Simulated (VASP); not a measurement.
# KF (Fm-3m) in VASP: notebook

The runs below take KF through single point, relaxation of cell and atoms, with PBE.

Program: VASP 6.6.1. These are calculated values, not measurements. Logs are shortened: lines on timing, memory, paths and dates and some standing lists are left out, and cuts for length are marked.

### 1 The cell of the first run

Symmetry: Fm-3m, No. 225, cubic system. Conventional cell: a = 5.421 Å, b = 5.421 Å, c = 5.421 Å, α = 90.00°, β = 90.00°, γ = 90.00°. K (site symmetry m-3m) has 6 F at 2.71 Å within 3.6 Å. F (site symmetry m-3m) has 6 K at 2.71 Å within 3.6 Å.

### 2 Single point, PBE

The input, INCAR:

```
PREC = Accurate
ENCUT = 520
EDIFF = 1E-6
ISMEAR = 0
SIGMA = 0.02
LREAL = False
LASPH = True
NELM = 100
ALGO = Normal
ISIF = 2
LWAVE = False
LCHARG = False
GGA = PE
NBANDS = 15
```

The input, KPOINTS:

```
regular mesh
0
Gamma
  8 8 8
```

The input, POSCAR:

```
KF
1.0
    0.0000000000      2.7103322498      2.7103322498
    2.7103322498      0.0000000000      2.7103322498
    2.7103322498      2.7103322498      0.0000000000
K F
1 1
Direct
    0.0000000000      0.0000000000      0.0000000000
    0.5000000000      0.5000000000      0.5000000000
```

Potentials or basis: VASP PAW PBE potentials, release 64 (K_sv, F).

Command:

```console
> cat potpaw_PBE.64/K_sv/POTCAR potpaw_PBE.64/F/POTCAR > POTCAR
> mpirun -np 1 vasp_std > vasp.out
```

OUTCAR:

```text
PREC = Accurate
   ENCUT = 520
   EDIFF = 1E-6
   ISMEAR = 0
   LREAL = False
   LASPH = True
   NELM = 100
   ISIF = 2
   GGA = PE

 ion  position               nearest neighbor table
   1  0.000  0.000  0.000-   2 2.71   2 2.71   2 2.71   2 2.71   2 2.71   2 2.71
   2  0.500  0.500  0.500-   1 2.71   1 2.71   1 2.71   1 2.71   1 2.71   1 2.71

  LATTYP: Found a face centered cubic cell.
 ALAT       =     5.4206644996

  Lattice vectors:

 A1 = (   0.0000000000,   2.7103322498,   2.7103322498)
 A2 = (   2.7103322498,   0.0000000000,   2.7103322498)
 A3 = (   2.7103322498,   2.7103322498,   0.0000000000)

Analysis of symmetry for initial positions (statically):
=====================================================================
 Subroutine PRICEL returns:
 Original cell was already a primitive cell.

 Routine SETGRP: Setting up the symmetry group for a
 face centered cubic supercell.

 Subroutine GETGRP returns: Found 48 space group operations
 (whereof 48 operations were pure point group operations)
 out of a pool of 48 trial point group operations.

The static configuration has the point symmetry O_h .

Analysis of symmetry for dynamics (positions and initial velocities):
=====================================================================
 Subroutine PRICEL returns:
 Original cell was already a primitive cell.

 Routine SETGRP: Setting up the symmetry group for a
 face centered cubic supercell.

 Subroutine GETGRP returns: Found 48 space group operations
 (whereof 48 operations were pure point group operations)
 out of a pool of 48 trial point group operations.

The dynamic configuration has the point symmetry O_h .

 Subroutine INISYM returns: Found 48 space group operations
 (whereof 48 operations are pure point group operations),
 and found     1 'primitive' translations

----------------------------------------------------------------------------------------

                                     Primitive cell

  volume of cell :      39.8197

  direct lattice vectors                    reciprocal lattice vectors
     0.000000000  2.710332250  2.710332250    -0.184479228  0.184479228  0.184479228
     2.710332250  0.000000000  2.710332250     0.184479228 -0.184479228  0.184479228
     2.710332250  2.710332250  0.000000000     0.184479228  0.184479228 -0.184479228

  length of vectors
     3.832988626  3.832988626  3.832988626     0.319527395  0.319527395  0.319527395

  position of ions in fractional coordinates (direct lattice)
     0.000000000  0.000000000  0.000000000
     0.500000000  0.500000000  0.500000000

  ion indices of the primitive-cell ions
   primitive index   ion index
                 1           1
                 2           2

[... 88 lines left out ...]
   IALGO  =     38    algorithm
   IMIX   =      4    mixing-type and parameters
     AMIX     =   0.40;   BMIX     =  1.00
     AMIX_MAG =   1.60;   BMIX_MAG =  1.00
  volume/ion in A,a.u.               =      19.91       134.36
  Fermi-wavevector in a.u.,A,eV,Ry     =   1.208043  2.282870 19.855896  1.459367
  Thomas-Fermi vector in A             =   2.343662
   LORBIT       =      0    0 simple, 1 ext, 2 COOP (PROOUT), +10 PAW based schemes
   GGA     = PE    functional components
   LHFCALC =     F    Hartree Fock is set to
   AEXX    =    0.0000 exact exchange contribution
   IVDW    =     0    specifies the selected vdW correction
   LEPSILON=     F    determine dielectric tensor
   LRPA    =     F    only Hartree local field effects (RPA)
 non-spin polarized calculation
 Gauss-broadening in eV      SIGMA  =   0.02
  energy-cutoff  :      520.00
  volume of cell :       39.82
 maximum number of plane-waves:      1090
 NGX is ok and might be reduce to    30
   NGX = 15   NGY = 15   NGZ = 15

 number of electron      15.9999992 magnetization

 Free energy of the ion-electron system (eV)
  ---------------------------------------------------
  ext. energy  EPLUGINS =         0.00000000
  ---------------------------------------------------
  free energy    TOTEN  =        -8.29929516 eV

  energy without entropy =       -8.29929516  energy(sigma->0) =       -8.29929516

 E-fermi :  -2.8310     XC(G=0):  -8.2112

 val. band max:       -2.9146219592   @ k =   0.0000   0.0000   0.0000
 cond. band min:       3.0316697591   @ k =   0.0000   0.0000   0.0000
 fundamental gap:      5.9462917183
 Fermi energy:        -2.8310202353

 k-point     1 :       0.0000    0.0000    0.0000
  band No.  band energies     occupation
      1     -29.1742      2.00000
      2     -21.5483      2.00000
      3     -12.4537      2.00000
      4     -12.4537      2.00000
      5     -12.4537      2.00000
      6      -2.9146      2.00000
      7      -2.9146      2.00000
      8      -2.9146      2.00000
      9       3.0317      0.00000
     10       7.6431      0.00000
     11       7.6431      0.00000
     12       7.6431      0.00000
     13       9.2587      0.00000
     14       9.2587      0.00000
[... 401 lines left out ...]
      2     -21.5961      2.00000
      3     -12.7385      2.00000
      4     -12.6422      2.00000
      5     -12.5203      2.00000
      6      -3.4544      2.00000
      7      -3.1736      2.00000
      8      -3.1585      2.00000
      9       6.3109      0.00000
     10       6.9657      0.00000
     11       8.5208      0.00000
     12       9.5770      0.00000
     13      10.7759      0.00000
     14      11.7627      0.00000
     15      11.9202      0.00000

 [... further k-points ...]

------------------------ aborting loop because EDIFF is reached ----------------------------------------

  FORCE on cell =-STRESS in cart. coord.  units (eV):
  Direction    XX          YY          ZZ          XY          YZ          ZX
  --------------------------------------------------------------------------------------
  -------------------------------------------------------------------------------------
  Total        0.0035973      0.0035973      0.0035973      0.0000000     -0.0000000      0.0000000
  in kB        0.1447385      0.1447385      0.1447385      0.0000000     -0.0000000      0.0000000
  external PRESSURE =       0.1447385 kB  Pullay stress =       0.0000000 kB

 VOLUME and BASIS-vectors are now :
 -----------------------------------------------------------------------------
  energy-cutoff  :      520.00
  volume of cell :       39.82
      direct lattice vectors                 reciprocal lattice vectors
     0.000000000  2.710332250  2.710332250    -0.184479228  0.184479228  0.184479228
     2.710332250  0.000000000  2.710332250     0.184479228 -0.184479228  0.184479228
     2.710332250  2.710332250  0.000000000     0.184479228  0.184479228 -0.184479228

 POSITION                                       TOTAL-FORCE (eV/Angst)
 -----------------------------------------------------------------------------------
      0.00000      0.00000      0.00000        -0.000000     -0.000000     -0.000000
      2.71033      2.71033      2.71033         0.000000      0.000000      0.000000
 -----------------------------------------------------------------------------------
    total drift:                                0.000000      0.000000      0.000000

  FREE ENERGIE OF THE ION-ELECTRON SYSTEM (eV)
  ---------------------------------------------------
  free  energy   TOTEN  =        -8.2992951598 eV

  energy  without entropy=       -8.2992951598  energy(sigma->0) =       -8.29929516
```

Wall time 11 s (1 thread of Intel Xeon Platinum 8488C (Sapphire Rapids), shared host); peak memory 0.17 GiB.

What came out:

* Free energy: -8.2993 eV
* Pressure: 0.0 GPa
* Band gap on the k mesh: 5.95 eV

### 3 Relaxation of cell and atoms, PBE

This run uses another cell than the first one, of 18.70 Å³/atom.

The input, INCAR:

```
PREC = Accurate
ENCUT = 600
EDIFF = 1E-7
ISMEAR = 0
SIGMA = 0.02
LREAL = False
LASPH = True
NELM = 100
ALGO = Normal
ISIF = 3
LWAVE = False
LCHARG = False
GGA = PE
IBRION = 2
NSW = 100
EDIFFG = -0.01
```

The input, KPOINTS:

```
Automatic mesh
0
Gamma
  8 8 8
```

The input, POSCAR:

```
KF
1.0
    0.0000000000      2.6544134050      2.6544134050
    2.6544134050      0.0000000000      2.6544134050
    2.6544134050      2.6544134050      0.0000000000
K F
1 1
Direct
    0.0000000000      0.0000000000      0.0000000000
    0.5000000000      0.5000000000      0.5000000000
```

Potentials or basis: VASP PAW PBE potentials, release 64 (K_sv, F).

Command:

```console
> cat potpaw_PBE.64/K_sv/POTCAR potpaw_PBE.64/F/POTCAR > POTCAR
> mpirun -np 1 vasp_std > vasp.out
```

Run time: 24 s. Hardware: 1 thread of Intel Xeon Platinum 8488C (Sapphire Rapids), shared host; peak memory 0.18 GiB.

It converged, with:

| Quantity | Value |
| --- | --- |
| Free energy | -8.2980 eV |
| Relaxed volume | 19.95 Å³/atom |
| Relaxed cell | a = 3.836 Å, b = 3.836 Å, c = 3.836 Å, α = 60.00°, β = 60.00°, γ = 60.00° |
| Space group after relaxing (to 0.1 Å) | Fm-3m (No. 225) |
| Energy gained by relaxing | 7.6 meV/atom |
| Ionic steps | 3 |
| Pressure after relaxing | 0.0 GPa |
| Band gap on the k mesh | 5.94 eV |

Step by step:
```
step  energy change (eV)  largest force (eV/Å)  pressure (GPa)  volume (Å³)
   1              0.0000                0.0000            2.13        37.41
   2             -0.0125                0.0000            0.85        38.77
   3             -0.0153                0.0000           -0.04        39.91
```

Final structure:
```yaml
crystal:
  lattice:
    - [0.00000, 2.71228, 2.71228]
    - [2.71228, 0.00000, 2.71228]
    - [2.71228, 2.71228, 0.00000]
  atoms:
    - { symbol: K, position: [0.00000, 0.00000, 0.00000] }
    - { symbol: F, position: [0.50000, 0.50000, 0.50000] }
```

Levels at points of the mesh, in eV from the valence-band top:
```
           k point  band 5  band 6  band 7  band 8  band 9  band 10  band 11  band 12
(0.00, 0.00, 0.00)   -9.55    0.00    0.00    0.00    5.94    10.55    10.55    10.55
(0.50, 0.00, 0.00)   -9.58   -0.74   -0.31   -0.31    8.88    10.27    11.86    11.86
(0.50, 0.50, 0.00)   -9.73   -0.23   -0.07   -0.07    8.16    10.06    11.46    13.37
```
